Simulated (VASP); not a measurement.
# Os (P6_3/mmc) in VASP: relaxation of cell and atoms with PBEsol

Aim: the relaxation of cell and atoms of Os with PBEsol.

Everything below comes from runs of VASP 6.6.1. Logs are shortened: lines on timing, memory, paths and dates and some standing lists are left out, and cuts for length are marked.

### 1 The cell of the first run

It takes space group P6_3/mmc (No. 194, hexagonal). The conventional cell has a = 2.705 Å, b = 2.705 Å, c = 8.834 Å, α = 90.00°, β = 90.00°, γ = 120.00°. Within 3.6 Å of Os (site symmetry -3m) lie 12 Os at 2.70 Å. Os (site symmetry -6m2) has 12 Os at 2.70 Å within 3.6 Å.

### 2 Relaxation of cell and atoms, PBEsol

The input, INCAR:

```
PREC = Accurate
ENCUT = 600
EDIFF = 1E-6
ISMEAR = -1
SIGMA = 0.1
LREAL = False
LASPH = True
NELM = 60
ALGO = Normal
ISIF = 3
LWAVE = False
LCHARG = False
GGA = PS
IBRION = 2
NSW = 80
EDIFFG = -0.01
```

The input, KPOINTS:

```
Automatic mesh
0
Gamma
  13 13 4
```

The input, POSCAR:

```
Os
1.0
    2.7047363762      0.0000000000      0.0000000000
   -1.3523681881      2.3423704123      0.0000000000
    0.0000000000      0.0000000000      8.8336690046
Os
4
Direct
    0.0000000000      0.0000000000      0.0000000000
    0.0000000000      0.0000000000      0.5000000000
    0.3333333333      0.6666666667      0.2500000000
    0.6666666667      0.3333333333      0.7500000000
```

Potentials or basis: VASP PAW PBE potentials, release 64 (Os).

Run with:

```console
$ cat potpaw_PBE.64/Os/POTCAR > POTCAR
$ mpirun -np 1 vasp_std > vasp.out
```

OUTCAR:

```text
PREC = Accurate
   ENCUT = 600
   EDIFF = 1E-6
   ISMEAR = -1
   LREAL = False
   LASPH = True
   NELM = 60
   ISIF = 3
   GGA = PS
   IBRION = 2
   NSW = 80
   EDIFFG = -0.01

 ion  position               nearest neighbor table
   1  0.000  0.000  0.000-   3 2.70   4 2.70   3 2.70   4 2.70   4 2.70   3 2.70
   2  0.000  0.000  0.500-   3 2.70   4 2.70   3 2.70   4 2.70   4 2.70   3 2.70
   3  0.333  0.667  0.250-   1 2.70   2 2.70   1 2.70   2 2.70   1 2.70   2 2.70
   4  0.667  0.333  0.750-   1 2.70   2 2.70   1 2.70   2 2.70   1 2.70   2 2.70

  LATTYP: Found a hexagonal cell.
 ALAT       =     2.7047363762
 C/A-ratio  =     3.2660000000

  Lattice vectors:

 A1 = (   2.7047363762,   0.0000000000,   0.0000000000)
 A2 = (  -1.3523681881,   2.3423704123,   0.0000000000)
 A3 = (   0.0000000000,   0.0000000000,   8.8336690046)

Analysis of symmetry for initial positions (statically):
=====================================================================
 Subroutine PRICEL returns:
 Original cell was already a primitive cell.

 Routine SETGRP: Setting up the symmetry group for a
 hexagonal supercell.

 Subroutine GETGRP returns: Found 24 space group operations
 (whereof 12 operations were pure point group operations)
 out of a pool of 24 trial point group operations.

The static configuration has the point symmetry D_3d.
 The point group associated with its full space group is D_6h.

Analysis of symmetry for dynamics (positions and initial velocities):
=====================================================================
 Subroutine PRICEL returns:
 Original cell was already a primitive cell.

 Routine SETGRP: Setting up the symmetry group for a
 hexagonal supercell.

 Subroutine GETGRP returns: Found 24 space group operations
 (whereof 12 operations were pure point group operations)
 out of a pool of 24 trial point group operations.

The dynamic configuration has the point symmetry D_3d.
 The point group associated with its full space group is D_6h.

 Subroutine INISYM returns: Found 24 space group operations
 (whereof 12 operations are pure point group operations),
 and found     1 'primitive' translations

----------------------------------------------------------------------------------------

                                     Primitive cell

  volume of cell :      55.9657

  direct lattice vectors                    reciprocal lattice vectors
     2.704736376  0.000000000  0.000000000     0.369721799  0.213458980  0.000000000
    -1.352368188  2.342370412  0.000000000     0.000000000  0.426917961  0.000000000
     0.000000000  0.000000000  8.833669005     0.000000000  0.000000000  0.113203245

  length of vectors
     2.704736376  2.704736376  8.833669005     0.426917961  0.426917961  0.113203245

  position of ions in fractional coordinates (direct lattice)
     0.000000000  0.000000000  0.000000000
     0.000000000  0.000000000  0.500000000
     0.333333333  0.666666667  0.250000000
     0.666666667  0.333333333  0.750000000

  ion indices of the primitive-cell ions
   primitive index   ion index
                 1           1
                 2           2
                 3           3
                 4           4

----------------------------------------------------------------------------------------

 KPOINTS: Automatic mesh

Automatic generation of k-mesh.
 Grid dimensions read from file:
 generate k-points for:   13   13    4

 Generating k-lattice:

  Cartesian coordinates                     Fractional coordinates (reciprocal lattice)
     0.028440138  0.016419922  0.000000000     0.076923077  0.000000000  0.000000000
     0.000000000  0.032839843  0.000000000     0.000000000  0.076923077  0.000000000
     0.000000000  0.000000000  0.028300811     0.000000000  0.000000000  0.250000000

  Length of vectors
     0.032839843  0.032839843  0.028300811

  Shift w.r.t. Gamma in fractional coordinates (k-lattice)
     0.000000000  0.000000000  0.000000000

 Subroutine IBZKPT returns following result:
 ===========================================

 Found     63 irreducible k-points:

 Following reciprocal coordinates:
            Coordinates               Weight
  0.000000  0.000000  0.000000      1.000000
  0.076923 -0.000000  0.000000      6.000000
  0.153846  0.000000  0.000000      6.000000
  0.230769  0.000000  0.000000      6.000000
  0.307692  0.000000  0.000000      6.000000
  0.384615 -0.000000  0.000000      6.000000
[... 16 lines left out ...]
  0.076923 -0.000000  0.250000     12.000000
  0.153846  0.000000  0.250000     12.000000
 [... further k-points ...]
   k-points           NKPTS =     63   k-points in BZ     NKDIM =     63   number of bands    NBANDS=     20
   number of dos      NEDOS =    301   number of ions     NIONS =      4
   total plane-waves  NPLWV =  41472
   dimension x,y,z NGX =    24 NGY =   24 NGZ =   72
   dimension x,y,z NGXF=    48 NGYF=   48 NGZF=  144
   ions per type =               4
   NGX,Y,Z   is equivalent  to a cutoff of  14.75, 14.75, 13.55 a.u.
   NGXF,Y,Z  is equivalent  to a cutoff of  29.50, 29.50, 27.10 a.u.
 SYSTEM =  unknown system
   PREC   = accura    normal or accurate (medium, high low for compatibility)
   ISTART =      0    job   : 0-new  1-cont  2-samecut
   ICHARG =      2    charge: 1-file 2-atom 10-const
   ISPIN  =      1    spin polarized calculation?
   LNONCOLLINEAR =      F non collinear calculations
   LSORBIT =      F    spin-orbit coupling
   LASPH  =      T    aspherical Exc in radial PAW
   ENCUT  =  600.0 eV  44.10 Ry    6.64 a.u.   5.40  5.40 17.64*2*pi/ulx,y,z
   NELM   =     60;   NELMIN=  2; NELMDL= -5     # of ELM steps
   EDIFF  = 0.1E-05   stopping-criterion for ELM
   LREAL  =      F    real-space projection
   EDIFFG = -.1E-01   stopping-criterion for IOM
   NSW    =     80    number of steps for IOM
   IBRION =      2    ionic relax: 0-MD 1-quasi-New 2-CG
   NFREE  =      1    steps in history (QN), initial steepest desc. (CG)
   ISIF   =      3    stress and relaxation
   ISYM   =      2    0-nonsym 1-usesym 2-fastsym
   POTIM  = 0.5000    time-step for ionic-motion
   TEBEG  =    0.0;   TEEND  =   0.0 temperature during run
   PSTRESS=    0.0 pullay stress
   NELECT =      32.0000    total number of electrons
   NUPDOWN=      -1.0000    fix difference up-down
   EMIN   =  10.00;   EMAX   =-10.00  energy-range for DOS
   EFERMI =   0.00;   METHOD = LEGACY
   ISMEAR =    -1;   SIGMA  =   0.10  broadening in eV -4-tet -1-fermi 0-gaus
   EFERMI_NEDOS =   21; number of points for ismear=-14 and -15
   IALGO  =     38    algorithm
   IMIX   =      4    mixing-type and parameters
     AMIX     =   0.40;   BMIX     =  1.00
     AMIX_MAG =   1.60;   BMIX_MAG =  1.00
  volume/ion in A,a.u.               =      13.99        94.42
  Fermi-wavevector in a.u.,A,eV,Ry     =   1.358786  2.567733 25.120415  1.846298
  Thomas-Fermi vector in A             =   2.485589
   LORBIT       =      0    0 simple, 1 ext, 2 COOP (PROOUT), +10 PAW based schemes
   GGA     = PS    functional components
   LHFCALC =     F    Hartree Fock is set to
   AEXX    =    0.0000 exact exchange contribution
   IVDW    =     0    specifies the selected vdW correction
   LEPSILON=     F    determine dielectric tensor
   LRPA    =     F    only Hartree local field effects (RPA)
 conjugate gradient relaxation of ions
 non-spin polarized calculation
  energy-cutoff  :      600.00
  volume of cell :       55.97
 maximum number of plane-waves:      1908
 NGX is ok and might be reduce to    24
   NGX = 11   NGY = 11   NGZ = 35

--------------------------------------- Ionic step        1  -------------------------------------------

 number of electron      32.0000001 magnetization

 Free energy of the ion-electron system (eV)
  ---------------------------------------------------
  ext. energy  EPLUGINS =         0.00000000
  ---------------------------------------------------
  free energy    TOTEN  =       -48.56805875 eV

  energy without entropy =      -48.44275253  energy(sigma->0) =      -48.50540564

------------------------ aborting loop because EDIFF is reached ----------------------------------------

  FORCE on cell =-STRESS in cart. coord.  units (eV):
  Direction    XX          YY          ZZ          XY          YZ          ZX
  --------------------------------------------------------------------------------------
  -------------------------------------------------------------------------------------
  Total        0.9220992      0.9220992     -2.6212062     -0.0000000      0.0000000      0.0000000
  in kB       26.3977309     26.3977309    -75.0395355     -0.0000000      0.0000000      0.0000000
  external PRESSURE =      -7.4146913 kB  Pullay stress =       0.0000000 kB

 VOLUME and BASIS-vectors are now :
 -----------------------------------------------------------------------------
  energy-cutoff  :      600.00
  volume of cell :       55.97
      direct lattice vectors                 reciprocal lattice vectors
     2.704736376  0.000000000  0.000000000     0.369721799  0.213458980  0.000000000
    -1.352368188  2.342370412  0.000000000     0.000000000  0.426917961  0.000000000
     0.000000000  0.000000000  8.833669005     0.000000000  0.000000000  0.113203245
[... 153 lines left out ...]
 POSITION                                       TOTAL-FORCE (eV/Angst)
 -----------------------------------------------------------------------------------
     -1.36356      2.36176      0.00000         0.000000      0.000000      0.000000
     -1.36356      2.36176      4.36993         0.000000      0.000000      0.000000
     -0.00000      1.57450      2.18497         0.000000     -0.000000     -0.000000
      1.36356      0.78725      6.55490        -0.000000     -0.000000      0.000000
 -----------------------------------------------------------------------------------
    total drift:                               -0.000000      0.000000      0.000000

  FREE ENERGIE OF THE ION-ELECTRON SYSTEM (eV)
  ---------------------------------------------------
  free  energy   TOTEN  =       -48.5840300573 eV

  energy  without entropy=      -48.4580428103  energy(sigma->0) =      -48.52103643

--------------------------------------- Ionic step        6  -------------------------------------------

 number of electron      32.0000001 magnetization

 Free energy of the ion-electron system (eV)
  ---------------------------------------------------
  ext. energy  EPLUGINS =         0.00000000
  ---------------------------------------------------
  free energy    TOTEN  =       -48.58847871 eV

  energy without entropy =      -48.46369321  energy(sigma->0) =      -48.52608596

 E-fermi :   9.3151     XC(G=0): -14.1611

 val. band max:        9.2950572271   @ k =   0.0769  -0.0000   0.2500
 cond. band min:       9.3172637511   @ k =   0.1538   0.0000   0.2500
 fundamental gap:      0.0222065240
 Fermi energy:         9.3150663338

 k-point     1 :       0.0000    0.0000    0.0000
  band No.  band energies     occupation
      1      -1.6801      2.00000
      2       0.6933      2.00000
      3       0.7009      2.00000
      4       1.4819      2.00000
      5       5.6082      2.00000
      6       5.6408      2.00000
[... 12 lines left out ...]
     19       9.3385      0.88346
     20       9.3385      0.88346
[... 507 lines left out ...]
 k-point    24 :       0.1538    0.0000    0.2500
  band No.  band energies     occupation
      1      -0.5774      2.00000
      2       0.6642      2.00000
      3       2.1473      2.00000
      4       2.3322      2.00000
      5       4.8046      2.00000
      6       5.0313      2.00000
[... 12 lines left out ...]
     19       9.3173      0.98901
     20       9.5848      0.12631

 [... further k-points ...]

------------------------ aborting loop because EDIFF is reached ----------------------------------------

  FORCE on cell =-STRESS in cart. coord.  units (eV):
  Direction    XX          YY          ZZ          XY          YZ          ZX
  --------------------------------------------------------------------------------------
  -------------------------------------------------------------------------------------
  Total        0.0018888      0.0018888      0.0058877      0.0000000      0.0000000      0.0000000
  in kB        0.0541627      0.0541627      0.1688371      0.0000000      0.0000000      0.0000000
  external PRESSURE =       0.0923875 kB  Pullay stress =       0.0000000 kB

 VOLUME and BASIS-vectors are now :
 -----------------------------------------------------------------------------
  energy-cutoff  :      600.00
  volume of cell :       55.87
      direct lattice vectors                 reciprocal lattice vectors
     2.718627941 -0.000000000 -0.000000000     0.367832606  0.212368254 -0.000000000
    -1.359313970  2.354400860  0.000000000     0.000000000  0.424736508 -0.000000000
     0.000000000  0.000000000  8.728837867    -0.000000000 -0.000000000  0.114562788

 POSITION                                       TOTAL-FORCE (eV/Angst)
 -----------------------------------------------------------------------------------
      2.71863     -0.00000      0.00000         0.000000     -0.000000     -0.000000
      2.71863     -0.00000      4.36442         0.000000      0.000000     -0.000000
     -0.00000      1.56960      2.18221        -0.000000     -0.000000      0.000000
      1.35931      0.78480      6.54663         0.000000      0.000000     -0.000000
 -----------------------------------------------------------------------------------
    total drift:                               -0.000000      0.000000     -0.000000

  FREE ENERGIE OF THE ION-ELECTRON SYSTEM (eV)
  ---------------------------------------------------
  free  energy   TOTEN  =       -48.5884787088 eV

  energy  without entropy=      -48.4636932053  energy(sigma->0) =      -48.52608596

 reached required accuracy - stopping structural energy minimisation
```

Wall time 5.3 min (1 thread of AMD EPYC 7R13 (Zen 3), shared host); peak memory 0.2 GiB.

Results:

| Property | Result |
| --- | --- |
| Free energy | -48.5885 eV |
| Relaxed volume | 13.97 Å³/atom |
| Relaxed cell | a = 2.719 Å, b = 2.719 Å, c = 8.729 Å, α = 90.00°, β = 90.00°, γ = 120.00° |
| Space group after relaxing (to 0.05 Å) | P6_3/mmc (No. 194) |
| Energy gained by relaxing | 5.1 meV/atom |
| Ionic steps | 6 |
| Pressure after relaxing | 0.0 GPa |

The path:
| step | energy change (eV) | largest force (eV/Å) | pressure (GPa) | volume (Å³) |
| --- | --- | --- | --- | --- |
| 1 | 0.0000 | 0.0000 | -0.74 | 55.97 |
| 2 | 0.0343 | 0.0000 | 4.34 | 55.41 |
| 3 | -0.0201 | 0.0000 | 0.85 | 55.76 |
| 4 | -0.0201 | 0.0000 | 0.89 | 55.76 |
| 5 | -0.0160 | 0.0000 | -3.19 | 56.29 |
| 6 | -0.0204 | 0.0000 | 0.01 | 55.87 |

Final structure:
```
Os
1.0
     2.71863    0.00000    0.00000
    -1.35931    2.35440    0.00000
     0.00000    0.00000    8.72884
Os
4
Direct
  0.00000 0.00000 0.00000
  0.00000 0.00000 0.50000
  0.33333 0.66667 0.25000
  0.66667 0.33333 0.75000
```

Caveat: the bands computed are all filled at some k points, so no gap is given; the PAW data sets were made with another functional, which shifts forces and pressure a little; spin-orbit coupling is left out, which moves the levels of the heavy elements.
